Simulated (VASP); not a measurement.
# CO2 (Pa-3) in VASP: a series of runs

Runs on CO2. Level: PBEsol. Tasks: single point, relaxation of cell and atoms.

Program: VASP 6.6.1. These are calculated values, not measurements. Logs are shortened: lines on timing, memory, paths and dates and some standing lists are left out, and cuts for length are marked.

## (1) The cell of the first run

Symmetry: Pa-3, No. 205, cubic system. The conventional cell has a = 5.784 Å, b = 5.784 Å, c = 5.784 Å, α = 90.00°, β = 90.00°, γ = 90.00°. Within 1.6 Å of C (site symmetry -3) lie 2 O at 1.17 Å. O (site symmetry 3) has 1 C at 1.17 Å within 1.6 Å.

## (2) Single point, PBEsol

Input file INCAR:

```
SYSTEM = CO2
  ALGO = Normal
  EDIFF = 1E-6
  ENCUT = 520
  GGA = PS
  ISIF = 2
  ISMEAR = 0
  LASPH = .True.
  LCHARG = .False.
  LREAL = .False.
  LWAVE = .False.
  NBANDS = 44
  NELM = 80
  PREC = Accurate
  SIGMA = 0.02
```

Input file KPOINTS:

```
k-points
0
Gamma
  4 4 4
  0 0 0
```

Input file POSCAR:

```
CO2
1.0
    5.7839206475      0.0000000000      0.0000000000
    0.0000000000      5.7839206475      0.0000000000
    0.0000000000      0.0000000000      5.7839206475
C O
4 8
Direct
    0.0000000000      0.0000000000      0.0000000000
    0.5000000000      0.0000000000      0.5000000000
    0.5000000000      0.5000000000      0.0000000000
    0.0000000000      0.5000000000      0.5000000000
    0.1164821690      0.1164821690      0.1164821690
    0.3835178310      0.8835178310      0.6164821690
    0.6164821690      0.3835178310      0.8835178310
    0.8835178310      0.6164821690      0.3835178310
    0.8835178310      0.8835178310      0.8835178310
    0.6164821690      0.1164821690      0.3835178310
    0.3835178310      0.6164821690      0.1164821690
    0.1164821690      0.3835178310      0.6164821690
```

Potentials or basis: VASP PAW PBE potentials, release 64 (C, O).

On the command line:

```console
$ cat potpaw_PBE.64/C/POTCAR potpaw_PBE.64/O/POTCAR > POTCAR
$ mpirun -np 1 vasp_std > vasp.out
```

OUTCAR:

```text
SYSTEM = CO2
   EDIFF = 1E-6
   ENCUT = 520
   GGA = PS
   ISIF = 2
   ISMEAR = 0
   LASPH = .True.
   LREAL = .False.
   NELM = 80
   PREC = Accurate

 ion  position               nearest neighbor table
   1  0.000  0.000  0.000-   5 1.17   9 1.17
   2  0.500  0.000  0.500-   6 1.17  10 1.17
   3  0.500  0.500  0.000-   7 1.17  11 1.17
   4  0.000  0.500  0.500-   8 1.17  12 1.17
   5  0.116  0.116  0.116-   1 1.17
   6  0.384  0.884  0.616-   2 1.17
   7  0.616  0.384  0.884-   3 1.17
   8  0.884  0.616  0.384-   4 1.17
   9  0.884  0.884  0.884-   1 1.17
  10  0.616  0.116  0.384-   2 1.17
  11  0.384  0.616  0.116-   3 1.17
  12  0.116  0.384  0.616-   4 1.17

  LATTYP: Found a simple cubic cell.
 ALAT       =     5.7839206475

  Lattice vectors:

 A1 = (   5.7839206475,   0.0000000000,   0.0000000000)
 A2 = (   0.0000000000,   5.7839206475,   0.0000000000)
 A3 = (   0.0000000000,   0.0000000000,   5.7839206475)

Analysis of symmetry for initial positions (statically):
=====================================================================
 Subroutine PRICEL returns:
 Original cell was already a primitive cell.

 Routine SETGRP: Setting up the symmetry group for a
 simple cubic supercell.

 Subroutine GETGRP returns: Found 24 space group operations
 (whereof  6 operations were pure point group operations)
 out of a pool of 48 trial point group operations.

The static configuration has the point symmetry S_6 .
 The point group associated with its full space group is T_h .

Analysis of symmetry for dynamics (positions and initial velocities):
=====================================================================
 Subroutine PRICEL returns:
 Original cell was already a primitive cell.

 Routine SETGRP: Setting up the symmetry group for a
 simple cubic supercell.

 Subroutine GETGRP returns: Found 24 space group operations
 (whereof  6 operations were pure point group operations)
 out of a pool of 48 trial point group operations.

The dynamic configuration has the point symmetry S_6 .
[... 109 lines left out ...]
   NSW    =      0    number of steps for IOM
   IBRION =     -1    ionic relax: 0-MD 1-quasi-New 2-CG
   NFREE  =      0    steps in history (QN), initial steepest desc. (CG)
   ISIF   =      2    stress and relaxation
   ISYM   =      2    0-nonsym 1-usesym 2-fastsym
   POTIM  = 0.5000    time-step for ionic-motion
   TEBEG  =    0.0;   TEEND  =   0.0 temperature during run
   PSTRESS=    0.0 pullay stress
   NELECT =      64.0000    total number of electrons
   NUPDOWN=      -1.0000    fix difference up-down
   EMIN   =  10.00;   EMAX   =-10.00  energy-range for DOS
   EFERMI =   0.00;   METHOD = LEGACY
   ISMEAR =     0;   SIGMA  =   0.02  broadening in eV -4-tet -1-fermi 0-gaus
   EFERMI_NEDOS =   21; number of points for ismear=-14 and -15
   IALGO  =     38    algorithm
   IMIX   =      4    mixing-type and parameters
     AMIX     =   0.40;   BMIX     =  1.00
     AMIX_MAG =   1.60;   BMIX_MAG =  1.00
  volume/ion in A,a.u.               =      16.12       108.81
  Fermi-wavevector in a.u.,A,eV,Ry     =   1.132172  2.139495 17.440138  1.281814
  Thomas-Fermi vector in A             =   2.268873
   LORBIT       =      0    0 simple, 1 ext, 2 COOP (PROOUT), +10 PAW based schemes
   GGA     = PS    functional components
   LHFCALC =     F    Hartree Fock is set to
   AEXX    =    0.0000 exact exchange contribution
   IVDW    =     0    specifies the selected vdW correction
   LEPSILON=     F    determine dielectric tensor
   LRPA    =     F    only Hartree local field effects (RPA)
 non-spin polarized calculation
 Gauss-broadening in eV      SIGMA  =   0.02
  energy-cutoff  :      520.00
  volume of cell :      193.49
 maximum number of plane-waves:      5248
 NGX is ok and might be reduce to    48
   NGX = 21   NGY = 21   NGZ = 21

 number of electron      63.9999998 magnetization

 Free energy of the ion-electron system (eV)
  ---------------------------------------------------
  ext. energy  EPLUGINS =         0.00000000
  ---------------------------------------------------
  free energy    TOTEN  =       -95.33250276 eV

  energy without entropy =      -95.33250276  energy(sigma->0) =      -95.33250276

 E-fermi :  -4.0173     XC(G=0):  -7.5232

 val. band max:       -4.1789810240   @ k =   0.0000   0.0000   0.0000
 cond. band min:       2.5125838291   @ k =   0.0000   0.0000   0.0000
 fundamental gap:      6.6915648531
 Fermi energy:        -4.0173350717

 k-point     1 :       0.0000    0.0000    0.0000
  band No.  band energies     occupation
      1     -24.6163      2.00000
      2     -24.4678      2.00000
      3     -24.4678      2.00000
      4     -24.4678      2.00000
      5     -23.5258      2.00000
      6     -23.5258      2.00000
[... 506 lines left out ...]
     43       5.2735      0.00000
     44       5.2735      0.00000

------------------------ aborting loop because EDIFF is reached ----------------------------------------

  FORCE on cell =-STRESS in cart. coord.  units (eV):
  Direction    XX          YY          ZZ          XY          YZ          ZX
  --------------------------------------------------------------------------------------
  -------------------------------------------------------------------------------------
  Total        1.8954457      1.8954457      1.8954457      0.0000000      0.0000000     -0.0000000
  in kB       15.6947698     15.6947698     15.6947698      0.0000000      0.0000000     -0.0000000
  external PRESSURE =      15.6947698 kB  Pullay stress =       0.0000000 kB

 VOLUME and BASIS-vectors are now :
 -----------------------------------------------------------------------------
  energy-cutoff  :      520.00
  volume of cell :      193.49
      direct lattice vectors                 reciprocal lattice vectors
     5.783920647  0.000000000  0.000000000     0.172893105  0.000000000  0.000000000
     0.000000000  5.783920647  0.000000000     0.000000000  0.172893105  0.000000000
     0.000000000  0.000000000  5.783920647     0.000000000  0.000000000  0.172893105

 POSITION                                       TOTAL-FORCE (eV/Angst)
 -----------------------------------------------------------------------------------
      0.00000      0.00000      0.00000         0.000000     -0.000000     -0.000000
      2.89196      0.00000      2.89196         0.000000     -0.000000     -0.000000
      2.89196      2.89196      0.00000         0.000000     -0.000000     -0.000000
      0.00000      2.89196      2.89196         0.000000     -0.000000     -0.000000
      0.67372      0.67372      0.67372         0.406766      0.406766      0.406766
      2.21824      5.11020      3.56568        -0.406766     -0.406766      0.406766
      3.56568      2.21824      5.11020         0.406766     -0.406766     -0.406766
      5.11020      3.56568      2.21824        -0.406766      0.406766     -0.406766
      5.11020      5.11020      5.11020        -0.406766     -0.406766     -0.406766
      3.56568      0.67372      2.21824         0.406766      0.406766     -0.406766
      2.21824      3.56568      0.67372        -0.406766      0.406766      0.406766
      0.67372      2.21824      3.56568         0.406766     -0.406766      0.406766
 -----------------------------------------------------------------------------------
    total drift:                                0.000000      0.000000     -0.000000

  FREE ENERGIE OF THE ION-ELECTRON SYSTEM (eV)
  ---------------------------------------------------
  free  energy   TOTEN  =       -95.3325027622 eV

  energy  without entropy=      -95.3325027622  energy(sigma->0) =      -95.33250276
```

Wall time 42 s (1 thread of Intel Xeon 6975P-C (Granite Rapids), shared host); peak memory 0.33 GiB.

What came out:

```yaml
Free_energy: -95.3325 eV
Pressure: 1.6 GPa
Largest_force: 0.705 eV/Å
Band_gap_on_the_k_mesh: 6.69 eV, direct
```

Forces on the atoms (eV/Å):
```
C    0.000  0.000  0.000
C    0.000  0.000  0.000
C    0.000  0.000  0.000
C    0.000  0.000  0.000
O    0.407  0.407  0.407
O   -0.407 -0.407  0.407
O    0.407 -0.407 -0.407
O   -0.407  0.407 -0.407
O   -0.407 -0.407 -0.407
O    0.407  0.407 -0.407
O   -0.407  0.407  0.407
O    0.407 -0.407  0.407
```

Caveat: the PAW data sets were made with another functional, which shifts forces and pressure a little. A k mesh can miss the band edges.

(Continued in part 2 of 2.)
